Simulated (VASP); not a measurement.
# Ba (Im-3m) in VASP: a series of runs

The runs below take Ba through single point, with LDA.

All numbers are computed with VASP 6.6.1; they aren't measurements. Logs are shortened: lines on timing, memory, paths and dates and some standing lists are left out, and cuts for length are marked.

## 1. The cell of the first run

Symmetry: Im-3m, No. 229, cubic system. The conventional cell has a = 4.758 Å, b = 4.758 Å, c = 4.758 Å, α = 90.00°, β = 90.00°, γ = 90.00°. Within 5.4 Å of Ba (site symmetry m-3m) lie 14 Ba at 4.12 to 4.76 Å.

## 2. Single point, LDA

INCAR

```
PREC     = Accurate       # precision mode
ENCUT    = 520            # plane-wave cutoff, eV
EDIFF    = 1E-6           # SCF threshold, eV
ISMEAR   = 1              # smearing method
SIGMA    = 1.0            # smearing width, eV
LREAL    = False          # projectors in reciprocal space
LASPH    = True           # aspherical terms in the spheres
NELM     = 100            # most SCF steps
ALGO     = Normal         # electronic algorithm
ISIF     = 2              # what is computed and relaxed
LWAVE    = False          # write WAVECAR
LCHARG   = True           # write CHGCAR
GGA      = CA             # functional
LELF     = True           # ELF
LVHAR    = True         
NBANDS   = 11             # bands
```

KPOINTS

```
Automatic mesh
0
Gamma
  9 9 9
```

POSCAR

```
Ba
1.0
   -2.3789385306      2.3789385306      2.3789385306
    2.3789385306     -2.3789385306      2.3789385306
    2.3789385306      2.3789385306     -2.3789385306
Ba
1
Direct
    0.0000000000      0.0000000000      0.0000000000
```

Potentials or basis: VASP PAW LDA potentials, release 64 (Ba_sv).

Launch:

```sh
$ cat potpaw_LDA.64/Ba_sv/POTCAR > POTCAR
$ mpirun -np 1 vasp_std > vasp.out
```

OUTCAR:

```text
PREC = Accurate
   ENCUT = 520
   EDIFF = 1E-6
   ISMEAR = 1
   LREAL = False
   LASPH = True
   NELM = 100
   ISIF = 2
   GGA = CA

 ion  position               nearest neighbor table
   1  0.000  0.000  0.000-

  LATTYP: Found a body centered cubic cell.
 ALAT       =     4.7578770612

  Lattice vectors:

 A1 = (  -2.3789385306,   2.3789385306,   2.3789385306)
 A2 = (   2.3789385306,  -2.3789385306,   2.3789385306)
 A3 = (   2.3789385306,   2.3789385306,  -2.3789385306)

Analysis of symmetry for initial positions (statically):
=====================================================================
 Subroutine PRICEL returns:
 Original cell was already a primitive cell.

 Routine SETGRP: Setting up the symmetry group for a
 body centered cubic supercell.

 Subroutine GETGRP returns: Found 48 space group operations
 (whereof 48 operations were pure point group operations)
 out of a pool of 48 trial point group operations.

The static configuration has the point symmetry O_h .

Analysis of symmetry for dynamics (positions and initial velocities):
=====================================================================
 Subroutine PRICEL returns:
 Original cell was already a primitive cell.

 Routine SETGRP: Setting up the symmetry group for a
 body centered cubic supercell.

 Subroutine GETGRP returns: Found 48 space group operations
 (whereof 48 operations were pure point group operations)
 out of a pool of 48 trial point group operations.

The dynamic configuration has the point symmetry O_h .

 Subroutine INISYM returns: Found 48 space group operations
 (whereof 48 operations are pure point group operations),
 and found     1 'primitive' translations

----------------------------------------------------------------------------------------

                                     Primitive cell

  volume of cell :      53.8530

  direct lattice vectors                    reciprocal lattice vectors
    -2.378938531  2.378938531  2.378938531     0.000000000  0.210177772  0.210177772
     2.378938531 -2.378938531  2.378938531     0.210177772  0.000000000  0.210177772
     2.378938531  2.378938531 -2.378938531     0.210177772  0.210177772  0.000000000

  length of vectors
     4.120442403  4.120442403  4.120442403     0.297236256  0.297236256  0.297236256

  position of ions in fractional coordinates (direct lattice)
     0.000000000  0.000000000  0.000000000

  ion indices of the primitive-cell ions
[... 75 lines left out ...]
   LREAL  =      F    real-space projection
   EDIFFG = 0.1E-04   stopping-criterion for IOM
   NSW    =      0    number of steps for IOM
   IBRION =     -1    ionic relax: 0-MD 1-quasi-New 2-CG
   NFREE  =      0    steps in history (QN), initial steepest desc. (CG)
   ISIF   =      2    stress and relaxation
   ISYM   =      2    0-nonsym 1-usesym 2-fastsym
   POTIM  = 0.5000    time-step for ionic-motion
   TEBEG  =    0.0;   TEEND  =   0.0 temperature during run
   PSTRESS=    0.0 pullay stress
   NELECT =      10.0000    total number of electrons
   NUPDOWN=      -1.0000    fix difference up-down
   EMIN   =  10.00;   EMAX   =-10.00  energy-range for DOS
   EFERMI =   0.00;   METHOD = LEGACY
   ISMEAR =     1;   SIGMA  =   1.00  broadening in eV -4-tet -1-fermi 0-gaus
   EFERMI_NEDOS =   21; number of points for ismear=-14 and -15
   IALGO  =     38    algorithm
   IMIX   =      4    mixing-type and parameters
     AMIX     =   0.40;   BMIX     =  1.00
     AMIX_MAG =   1.60;   BMIX_MAG =  1.00
  volume/ion in A,a.u.               =      53.85       363.42
  Fermi-wavevector in a.u.,A,eV,Ry     =   0.933982  1.764969 11.868654  0.872321
  Thomas-Fermi vector in A             =   2.060739
   LORBIT       =      0    0 simple, 1 ext, 2 COOP (PROOUT), +10 PAW based schemes
   GGA     = CA    functional components
   LHFCALC =     F    Hartree Fock is set to
   AEXX    =    0.0000 exact exchange contribution
   IVDW    =     0    specifies the selected vdW correction
   LEPSILON=     F    determine dielectric tensor
   LRPA    =     F    only Hartree local field effects (RPA)
 non-spin polarized calculation
 Methfessel and Paxton  Order N= 1 SIGMA  =   1.00
  energy-cutoff  :      520.00
  volume of cell :       53.85
 maximum number of plane-waves:      1481
   NGX = 15   NGY = 15   NGZ = 15

 number of electron      10.0000000 magnetization

 number of electron       9.9999999 magnetization

 Free energy of the ion-electron system (eV)
  ---------------------------------------------------
  ext. energy  EPLUGINS =         0.00000000
  ---------------------------------------------------
  free energy    TOTEN  =        -2.21648281 eV

  energy without entropy =       -2.19586278  energy(sigma->0) =       -2.20960947

 E-fermi :   2.0447     XC(G=0):  -8.1410

 val. band max:        2.0187983544   @ k =   0.3333   0.3333   0.0000
 cond. band min:       2.0499044408   @ k =  -0.4444  -0.4444   0.2222
 fundamental gap:      0.0311060864
 Fermi energy:         2.0447125588

 k-point     1 :       0.0000    0.0000    0.0000
  band No.  band energies     occupation
      1     -26.5923      2.00000
      2     -11.4327      2.00000
      3     -11.4327      2.00000
      4     -11.4327      2.00000
      5      -0.8284      2.00037
      6       3.9086     -0.02420
      7       3.9086     -0.02420
      8       3.9086     -0.02420
      9       5.5984     -0.00001
     10       5.5984     -0.00001
     11       9.4099     -0.00000
[... 309 lines left out ...]
 k-point    24 :      -0.4444   -0.4444    0.1111
  band No.  band energies     occupation
      1     -26.4905      2.00000
      2     -12.1183      2.00000
      3     -11.7928      2.00000
      4     -11.5553      2.00000
      5       1.5731      1.70819
      6       2.8594      0.01259
      7       2.9469     -0.02356
      8       4.7141     -0.00105
      9       6.6146     -0.00000
     10       8.3592     -0.00000
     11       8.8361     -0.00000

 [... further k-points ...]
[... 5 lines left out ...]
  --------------------------------------------------------------------------------------
  -------------------------------------------------------------------------------------
  Total        0.0183732      0.0183732      0.0183732      0.0000000      0.0000000      0.0000000
  in kB        0.5466215      0.5466215      0.5466215      0.0000000      0.0000000      0.0000000
  external PRESSURE =       0.5466215 kB  Pullay stress =       0.0000000 kB

 VOLUME and BASIS-vectors are now :
 -----------------------------------------------------------------------------
  energy-cutoff  :      520.00
  volume of cell :       53.85
      direct lattice vectors                 reciprocal lattice vectors
    -2.378938531  2.378938531  2.378938531     0.000000000  0.210177772  0.210177772
     2.378938531 -2.378938531  2.378938531     0.210177772  0.000000000  0.210177772
     2.378938531  2.378938531 -2.378938531     0.210177772  0.210177772  0.000000000

 POSITION                                       TOTAL-FORCE (eV/Angst)
 -----------------------------------------------------------------------------------
      0.00000      0.00000      0.00000        -0.000000     -0.000000     -0.000000
 -----------------------------------------------------------------------------------
    total drift:                                0.000000      0.000000     -0.000000

  FREE ENERGIE OF THE ION-ELECTRON SYSTEM (eV)
  ---------------------------------------------------
  free  energy   TOTEN  =        -2.2164828135 eV

  energy  without entropy=       -2.1958627781  energy(sigma->0) =       -2.20960947
```

stdout:

```text
POSCAR found type information on POSCAR Ba
 POSCAR found :  1 types and       1 ions
 scaLAPACK will be used
 LDA part: xc-table for (Slater(with rela. corr.)+CA(PZ))
 , standard interpolation
 POSCAR, INCAR and KPOINTS ok, starting setup
 FFT: planning ... GRIDC
 FFT: planning ... GRID_SOFT
 FFT: planning ... GRID
 WAVECAR not read
 entering main loop
```

Run time: 32 s. Hardware: 1 thread of AMD EPYC 7R13, shared host; peak memory 0.13 GiB.

What came out:

| Quantity | Value |
| --- | --- |
| Free energy | -2.2165 eV |
| Pressure | 0.1 GPa |
| Band gap on the k mesh | zero (band 5 reaches 2.57 eV, above the bottom of band 6 at 1.32 eV) |

Caveat: spin-orbit coupling is left out, which moves the levels of the heavy elements.

## 3. Single point, LDA

INCAR

```
PREC = Accurate
ENCUT = 520
EDIFF = 1E-6
ISMEAR = 1
SIGMA = 0.01
LREAL = F
LASPH = T
NELM = 80
ALGO = Normal
ISIF = 2
LWAVE = F
LCHARG = T
GGA = CA
LELF = T
LVHAR = T
NBANDS = 11
```

KPOINTS is that of step 2.

POSCAR is that of step 2.

Potentials or basis: VASP PAW LDA potentials, release 64 (Ba_sv).

Launch:

```sh
$ cat potpaw_LDA.64/Ba_sv/POTCAR > POTCAR
$ mpirun -np 1 vasp_std > vasp.out
```

It took 29 s on 1 thread of AMD EPYC 7R13, shared host; peak memory 0.13 GiB.

It converged, with:

```yaml
Free_energy: -2.2469 eV
Pressure: 0.1 GPa
Band_gap_on_the_k_mesh: zero (band 5 reaches 2.57 eV, above the bottom of band 6 at 1.31 eV)
```

Levels at points of the mesh, in eV from the Fermi level:
| k point | band 1 | band 2 | band 3 | band 4 | band 5 | band 6 | band 7 | band 8 | band 9 | band 10 |
| --- | --- | --- | --- | --- | --- | --- | --- | --- | --- | --- |
| (0.00, 0.00, 0.00) | -28.59 | -13.42 | -13.42 | -13.42 | -2.81 | 1.92 | 1.92 | 1.92 | 3.61 | 3.61 |

Caveat: spin-orbit coupling is left out, which moves the levels of the heavy elements.
